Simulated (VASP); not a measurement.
# MgO (rocksalt type) (Fm-3m) in VASP: notebook

Runs on MgO (rocksalt type). Level: LDA. Tasks: single point.

All numbers are computed with VASP 6.6.1; they aren't measurements. Logs are shortened: lines on timing, memory, paths and dates and some standing lists are left out, and cuts for length are marked.

## (1) The cell of the first run

Symmetry: Fm-3m, No. 225, cubic system. Conventional cell: a = 3.408 Å, b = 3.408 Å, c = 3.408 Å, α = 90.00°, β = 90.00°, γ = 90.00°. Within 2.3 Å of Mg (site symmetry m-3m) lie 6 O at 1.70 Å. O (site symmetry m-3m) has 6 Mg at 1.70 Å within 2.3 Å.

## (2) Single point, LDA (4.95 Å³/atom)

INCAR

```
SYSTEM = MgO
PREC = Accurate
ENCUT = 600
EDIFF = 1E-6
ISMEAR = -1
SIGMA = 0.05
LREAL = .FALSE.
LASPH = .TRUE.
NELM = 120
ALGO = Normal
ISIF = 2
LWAVE = .FALSE.
LCHARG = .FALSE.
GGA = CA
NBANDS = 11
GGA_COMPAT = .FALSE.
```

KPOINTS

```
regular mesh
0
G
  15 15 15
  0 0 0
```

POSCAR

```
MgO
1.0
    0.0000000000      1.7038787285      1.7038787285
    1.7038787285      0.0000000000      1.7038787285
    1.7038787285      1.7038787285      0.0000000000
Mg O
1 1
Direct
    0.0000000000      0.0000000000      0.0000000000
    0.5000000000      0.5000000000      0.5000000000
```

Potentials or basis: VASP PAW LDA potentials, release 64 (Mg, O).

Launch:

```console
> cat potpaw_LDA.64/Mg/POTCAR potpaw_LDA.64/O/POTCAR > POTCAR
> mpirun -np 1 vasp_std > vasp.out
```

OUTCAR:

```text
SYSTEM = MgO
   PREC = Accurate
   ENCUT = 600
   EDIFF = 1E-6
   ISMEAR = -1
   LREAL = .FALSE.
   LASPH = .TRUE.
   NELM = 120
   ISIF = 2
   GGA = CA

 ion  position               nearest neighbor table
   1  0.000  0.000  0.000-   2 1.70   2 1.70   2 1.70   2 1.70   2 1.70   2 1.70
   2  0.500  0.500  0.500-   1 1.70   1 1.70   1 1.70   1 1.70   1 1.70   1 1.70

  LATTYP: Found a face centered cubic cell.
 ALAT       =     3.4077574570

  Lattice vectors:

 A1 = (   0.0000000000,   1.7038787285,   1.7038787285)
 A2 = (   1.7038787285,   0.0000000000,   1.7038787285)
 A3 = (   1.7038787285,   1.7038787285,   0.0000000000)

Analysis of symmetry for initial positions (statically):
=====================================================================
 Subroutine PRICEL returns:
 Original cell was already a primitive cell.

 Routine SETGRP: Setting up the symmetry group for a
 face centered cubic supercell.

 Subroutine GETGRP returns: Found 48 space group operations
 (whereof 48 operations were pure point group operations)
 out of a pool of 48 trial point group operations.

The static configuration has the point symmetry O_h .

Analysis of symmetry for dynamics (positions and initial velocities):
=====================================================================
 Subroutine PRICEL returns:
 Original cell was already a primitive cell.

 Routine SETGRP: Setting up the symmetry group for a
 face centered cubic supercell.

 Subroutine GETGRP returns: Found 48 space group operations
 (whereof 48 operations were pure point group operations)
 out of a pool of 48 trial point group operations.

The dynamic configuration has the point symmetry O_h .

 Subroutine INISYM returns: Found 48 space group operations
 (whereof 48 operations are pure point group operations),
 and found     1 'primitive' translations

----------------------------------------------------------------------------------------

                                     Primitive cell

  volume of cell :       9.8934

  direct lattice vectors                    reciprocal lattice vectors
     0.000000000  1.703878729  1.703878729    -0.293448114  0.293448114  0.293448114
     1.703878729  0.000000000  1.703878729     0.293448114 -0.293448114  0.293448114
     1.703878729  1.703878729  0.000000000     0.293448114  0.293448114 -0.293448114

  length of vectors
     2.409648406  2.409648406  2.409648406     0.508267043  0.508267043  0.508267043

  position of ions in fractional coordinates (direct lattice)
     0.000000000  0.000000000  0.000000000
     0.500000000  0.500000000  0.500000000

  ion indices of the primitive-cell ions
   primitive index   ion index
                 1           1
                 2           2

----------------------------------------------------------------------------------------

 KPOINTS: regular mesh

Automatic generation of k-mesh.
 Grid dimensions read from file:
 generate k-points for:   15   15   15

 Generating k-lattice:

  Cartesian coordinates                     Fractional coordinates (reciprocal lattice)
    -0.019563208  0.019563208  0.019563208     0.066666667  0.000000000  0.000000000
     0.019563208 -0.019563208  0.019563208     0.000000000  0.066666667  0.000000000
     0.019563208  0.019563208 -0.019563208     0.000000000  0.000000000  0.066666667

  Length of vectors
     0.033884470  0.033884470  0.033884470

  Shift w.r.t. Gamma in fractional coordinates (k-lattice)
     0.000000000  0.000000000  0.000000000

 Subroutine IBZKPT returns following result:
 ===========================================

 Found    120 irreducible k-points:

 Following reciprocal coordinates:
            Coordinates               Weight
  0.000000  0.000000  0.000000      1.000000
  0.066667  0.000000  0.000000      8.000000
  0.133333  0.000000  0.000000      8.000000
  0.200000  0.000000  0.000000      8.000000
  0.266667  0.000000  0.000000      8.000000
  0.333333  0.000000  0.000000      8.000000
[... 16 lines left out ...]
  0.133333  0.133333  0.000000      6.000000
  0.200000  0.133333  0.000000     24.000000
 [... further k-points ...]
   k-points           NKPTS =    120   k-points in BZ     NKDIM =    120   number of bands    NBANDS=     11
   number of dos      NEDOS =    301   number of ions     NIONS =      2
   total plane-waves  NPLWV =   8000
   dimension x,y,z NGX =    20 NGY =   20 NGZ =   20
   dimension x,y,z NGXF=    40 NGYF=   40 NGZF=   40
   ions per type =               1   1
   NGX,Y,Z   is equivalent  to a cutoff of  13.80, 13.80, 13.80 a.u.
   NGXF,Y,Z  is equivalent  to a cutoff of  27.60, 27.60, 27.60 a.u.
 SYSTEM =  MgO
   PREC   = accura    normal or accurate (medium, high low for compatibility)
   ISTART =      0    job   : 0-new  1-cont  2-samecut
   ICHARG =      2    charge: 1-file 2-atom 10-const
   ISPIN  =      1    spin polarized calculation?
   LNONCOLLINEAR =      F non collinear calculations
   LSORBIT =      F    spin-orbit coupling
   LASPH  =      T    aspherical Exc in radial PAW
   ENCUT  =  600.0 eV  44.10 Ry    6.64 a.u.   4.81  4.81  4.81*2*pi/ulx,y,z
   NELM   =    120;   NELMIN=  2; NELMDL= -5     # of ELM steps
   EDIFF  = 0.1E-05   stopping-criterion for ELM
   LREAL  =      F    real-space projection
   EDIFFG = 0.1E-04   stopping-criterion for IOM
   NSW    =      0    number of steps for IOM
   IBRION =     -1    ionic relax: 0-MD 1-quasi-New 2-CG
   NFREE  =      0    steps in history (QN), initial steepest desc. (CG)
   ISIF   =      2    stress and relaxation
   ISYM   =      2    0-nonsym 1-usesym 2-fastsym
   POTIM  = 0.5000    time-step for ionic-motion
   TEBEG  =    0.0;   TEEND  =   0.0 temperature during run
   PSTRESS=    0.0 pullay stress
   NELECT =       8.0000    total number of electrons
   NUPDOWN=      -1.0000    fix difference up-down
   EMIN   =  10.00;   EMAX   =-10.00  energy-range for DOS
   EFERMI =   0.00;   METHOD = LEGACY
   ISMEAR =    -1;   SIGMA  =   0.05  broadening in eV -4-tet -1-fermi 0-gaus
   EFERMI_NEDOS =   21; number of points for ismear=-14 and -15
   IALGO  =     38    algorithm
   IMIX   =      4    mixing-type and parameters
     AMIX     =   0.40;   BMIX     =  1.00
     AMIX_MAG =   1.60;   BMIX_MAG =  1.00
  volume/ion in A,a.u.               =       4.95        33.38
  Fermi-wavevector in a.u.,A,eV,Ry     =   1.525186  2.882184 31.649769  2.326192
  Thomas-Fermi vector in A             =   2.633391
   LORBIT       =      0    0 simple, 1 ext, 2 COOP (PROOUT), +10 PAW based schemes
   GGA     = CA    functional components
   LHFCALC =     F    Hartree Fock is set to
   AEXX    =    0.0000 exact exchange contribution
   IVDW    =     0    specifies the selected vdW correction
   LEPSILON=     F    determine dielectric tensor
   LRPA    =     F    only Hartree local field effects (RPA)
 non-spin polarized calculation
  energy-cutoff  :      600.00
  volume of cell :        9.89
 maximum number of plane-waves:       338
   NGX =  9   NGY =  9   NGZ =  9

 number of electron       7.9999996 magnetization

 Free energy of the ion-electron system (eV)
  ---------------------------------------------------
  ext. energy  EPLUGINS =         0.00000000
  ---------------------------------------------------
  free energy    TOTEN  =        -8.05645039 eV

  energy without entropy =       -8.05645039  energy(sigma->0) =       -8.05645039

 E-fermi :  10.8805     XC(G=0): -15.0043

 val. band max:        9.7968912520   @ k =   0.0000   0.0000   0.0000
 cond. band min:      18.2920626675   @ k =   0.4667   0.4667   0.0000
 fundamental gap:      8.4951714154
 Fermi energy:        10.8805483523

 k-point     1 :       0.0000    0.0000    0.0000
  band No.  band energies     occupation
      1     -11.7927      2.00000
      2       9.7969      2.00000
      3       9.7969      2.00000
      4       9.7969      2.00000
      5      23.6159      0.00000
      6      28.4515      0.00000
      7      28.4515      0.00000
      8      28.4515      0.00000
      9      34.5303      0.00000
     10      37.2359      0.00000
     11      37.2359      0.00000

 k-point     2 :       0.0667    0.0000    0.0000
  band No.  band energies     occupation
      1     -11.6715      2.00000
      2       9.3975      2.00000
      3       9.6993      2.00000
      4       9.6993      2.00000
      5      23.8511      0.00000
      6      27.6480      0.00000
      7      28.6890      0.00000
      8      28.6890      0.00000
      9      35.9573      0.00000
     10      37.2340      0.00000
     11      37.2340      0.00000

 k-point     3 :       0.1333    0.0000    0.0000
  band No.  band energies     occupation
      1     -11.3160      2.00000
      2       8.3176      2.00000
      3       9.4318      2.00000
      4       9.4318      2.00000
      5      24.2489      0.00000
      6      26.5856      0.00000
      7      29.3617      0.00000
      8      29.3617      0.00000
      9      37.2629      0.00000
     10      37.2629      0.00000
     11      38.9912      0.00000

 k-point     4 :       0.2000    0.0000    0.0000
  band No.  band energies     occupation
      1     -10.7518      2.00000
      2       6.8152      2.00000
      3       9.0577      2.00000
      4       9.0577      2.00000
      5      23.9237      0.00000
      6      26.7742      0.00000
      7      30.3501      0.00000
      8      30.3501      0.00000
      9      37.4165      0.00000
     10      37.4165      0.00000
     11      42.2984      0.00000

 k-point     5 :       0.2667    0.0000    0.0000
  band No.  band energies     occupation
      1     -10.0264      2.00000
      2       5.1498      2.00000
      3       8.6531      2.00000
      4       8.6531      2.00000
      5      23.2320      0.00000
      6      27.7792      0.00000
      7      31.4535      0.00000
      8      31.4535      0.00000
      9      37.8335      0.00000
     10      37.8335      0.00000
     11      44.0838      0.00000
[... 211 lines left out ...]
 k-point    21 :      -0.1333    0.0667    0.0000
  band No.  band energies     occupation
      1     -11.0504      2.00000
      2       7.6930      2.00000
      3       9.0922      2.00000
      4       9.2814      2.00000
      5      24.5159      0.00000
      6      25.9136      0.00000
      7      29.5846      0.00000
      8      30.4364      0.00000
      9      36.9230      0.00000
     10      37.6308      0.00000
     11      40.7735      0.00000

 k-point    22 :      -0.0667    0.0667    0.0000
  band No.  band energies     occupation
      1     -11.4731      2.00000
      2       8.8297      2.00000
      3       9.4736      2.00000
      4       9.5682      2.00000
      5      24.1974      0.00000
      6      26.6619      0.00000
      7      28.9107      0.00000
      8      29.4246      0.00000
      9      37.0371      0.00000
     10      37.4291      0.00000
     11      37.7725      0.00000

 k-point    23 :       0.1333    0.1333    0.0000
  band No.  band energies     occupation
      1     -11.1709      2.00000
      2       8.1134      2.00000
      3       9.2447      2.00000
      4       9.2447      2.00000
      5      24.7772      0.00000
      6      24.8370      0.00000
      7      30.3426      0.00000
      8      30.3426      0.00000
      9      36.2414      0.00000
     10      38.0827      0.00000
     11      39.9867      0.00000

 k-point    24 :       0.2000    0.1333    0.0000
  band No.  band energies     occupation
      1     -10.7711      2.00000
      2       7.1719      2.00000
      3       8.9154      2.00000
      4       8.9575      2.00000
      5      23.8788      0.00000
      6      25.3646      0.00000
      7      31.2544      0.00000
      8      31.3512      0.00000
      9      35.7924      0.00000
     10      38.5255      0.00000
     11      42.5369      0.00000

 [... further k-points ...]
[... 5 lines left out ...]
  --------------------------------------------------------------------------------------
  -------------------------------------------------------------------------------------
  Total       22.6194456     22.6194456     22.6194456      0.0000000     -0.0000000      0.0000000
  in kB     3663.0808029   3663.0808029   3663.0808029      0.0000000     -0.0000000      0.0000000
  external PRESSURE =    3663.0808029 kB  Pullay stress =       0.0000000 kB

 VOLUME and BASIS-vectors are now :
 -----------------------------------------------------------------------------
  energy-cutoff  :      600.00
  volume of cell :        9.89
      direct lattice vectors                 reciprocal lattice vectors
     0.000000000  1.703878729  1.703878729    -0.293448114  0.293448114  0.293448114
     1.703878729  0.000000000  1.703878729     0.293448114 -0.293448114  0.293448114
     1.703878729  1.703878729  0.000000000     0.293448114  0.293448114 -0.293448114

 POSITION                                       TOTAL-FORCE (eV/Angst)
 -----------------------------------------------------------------------------------
      0.00000      0.00000      0.00000        -0.000000     -0.000000      0.000000
      1.70388      1.70388      1.70388         0.000000      0.000000     -0.000000
 -----------------------------------------------------------------------------------
    total drift:                                0.000000      0.000000      0.000000

  FREE ENERGIE OF THE ION-ELECTRON SYSTEM (eV)
  ---------------------------------------------------
  free  energy   TOTEN  =        -8.0564503859 eV

  energy  without entropy=       -8.0564503859  energy(sigma->0) =       -8.05645039
```

Run time: 12 s. Hardware: 1 thread of Intel Xeon Platinum 8259CL at 2.50GHz (Skylake/Cascade Lake), shared host; peak memory 0.13 GiB.

Results:

```yaml
Free_energy: -8.0565 eV
Pressure: 366.3 GPa
Band_gap_on_the_k_mesh: 8.50 eV (least direct gap 10.90 eV)
```

Caveat: the cell stands under pressure; an odd mesh through Γ misses points on the zone boundary, where band edges can lie.

## (3) Single point, LDA (4.95 Å³/atom)

INCAR

```
PREC = Accurate
ENCUT = 600
EDIFF = 1E-6
ISMEAR = -1
SIGMA = 0.05
LREAL = False
LASPH = True
NELM = 120
ALGO = Normal
ISIF = 2
LWAVE = False
LCHARG = False
NBANDS = 11
GGA_COMPAT = False
```

KPOINTS

```
regular mesh
0
Gamma
  15 15 15
```

POSCAR is that of step 2.

Potentials or basis: VASP PAW LDA potentials, release 64 (Mg, O).

Launch:

```console
> cat potpaw_LDA.64/Mg/POTCAR potpaw_LDA.64/O/POTCAR > POTCAR
> mpirun -np 1 vasp_std > vasp.out
```

OUTCAR:

```text
PREC = Accurate
   ENCUT = 600
   EDIFF = 1E-6
   ISMEAR = -1
   LREAL = False
   LASPH = True
   NELM = 120
   ISIF = 2

 ion  position               nearest neighbor table
   1  0.000  0.000  0.000-   2 1.70   2 1.70   2 1.70   2 1.70   2 1.70   2 1.70
   2  0.500  0.500  0.500-   1 1.70   1 1.70   1 1.70   1 1.70   1 1.70   1 1.70

  LATTYP: Found a face centered cubic cell.
 ALAT       =     3.4077574570

  Lattice vectors:

 A1 = (   0.0000000000,   1.7038787285,   1.7038787285)
 A2 = (   1.7038787285,   0.0000000000,   1.7038787285)
 A3 = (   1.7038787285,   1.7038787285,   0.0000000000)

Analysis of symmetry for initial positions (statically):
=====================================================================
 Subroutine PRICEL returns:
 Original cell was already a primitive cell.

 Routine SETGRP: Setting up the symmetry group for a
 face centered cubic supercell.

 Subroutine GETGRP returns: Found 48 space group operations
 (whereof 48 operations were pure point group operations)
 out of a pool of 48 trial point group operations.

The static configuration has the point symmetry O_h .

[... 162 lines left out ...]
 cond. band min:      18.2920626675   @ k =   0.4667   0.4667   0.0000
 fundamental gap:      8.4951714154
 Fermi energy:        10.8805483523

 k-point     1 :       0.0000    0.0000    0.0000
  band No.  band energies     occupation
      1     -11.7927      2.00000
      2       9.7969      2.00000
      3       9.7969      2.00000
      4       9.7969      2.00000
      5      23.6159      0.00000
      6      28.4515      0.00000
      7      28.4515      0.00000
      8      28.4515      0.00000
      9      34.5303      0.00000
     10      37.2359      0.00000
     11      37.2359      0.00000
[... 309 lines left out ...]
 k-point    24 :       0.2000    0.1333    0.0000
  band No.  band energies     occupation
      1     -10.7711      2.00000
      2       7.1719      2.00000
      3       8.9154      2.00000
      4       8.9575      2.00000
      5      23.8788      0.00000
      6      25.3646      0.00000
      7      31.2544      0.00000
      8      31.3512      0.00000
      9      35.7924      0.00000
     10      38.5255      0.00000
     11      42.5369      0.00000

 [... further k-points ...]
[... 5 lines left out ...]
  --------------------------------------------------------------------------------------
  -------------------------------------------------------------------------------------
  Total       22.6194456     22.6194456     22.6194456      0.0000000     -0.0000000      0.0000000
  in kB     3663.0808029   3663.0808029   3663.0808029      0.0000000     -0.0000000      0.0000000
  external PRESSURE =    3663.0808029 kB  Pullay stress =       0.0000000 kB

 VOLUME and BASIS-vectors are now :
 -----------------------------------------------------------------------------
  energy-cutoff  :      600.00
  volume of cell :        9.89
      direct lattice vectors                 reciprocal lattice vectors
     0.000000000  1.703878729  1.703878729    -0.293448114  0.293448114  0.293448114
     1.703878729  0.000000000  1.703878729     0.293448114 -0.293448114  0.293448114
     1.703878729  1.703878729  0.000000000     0.293448114  0.293448114 -0.293448114

 POSITION                                       TOTAL-FORCE (eV/Angst)
 -----------------------------------------------------------------------------------
      0.00000      0.00000      0.00000        -0.000000     -0.000000      0.000000
      1.70388      1.70388      1.70388         0.000000      0.000000     -0.000000
 -----------------------------------------------------------------------------------
    total drift:                                0.000000      0.000000      0.000000

  FREE ENERGIE OF THE ION-ELECTRON SYSTEM (eV)
  ---------------------------------------------------
  free  energy   TOTEN  =        -8.0564503859 eV

  energy  without entropy=       -8.0564503859  energy(sigma->0) =       -8.05645039
```

Run time: 13 s. Hardware: 1 thread of Intel Xeon Platinum 8259CL at 2.50GHz (Skylake/Cascade Lake), shared host; peak memory 0.13 GiB.

Results:

```
Free energy            : -8.0565 eV
Pressure               : 366.3 GPa
Band gap on the k mesh : 8.50 eV (least direct gap 10.90 eV)
```

Caveat: the cell stands under pressure; an odd mesh through Γ misses points on the zone boundary, where band edges can lie.
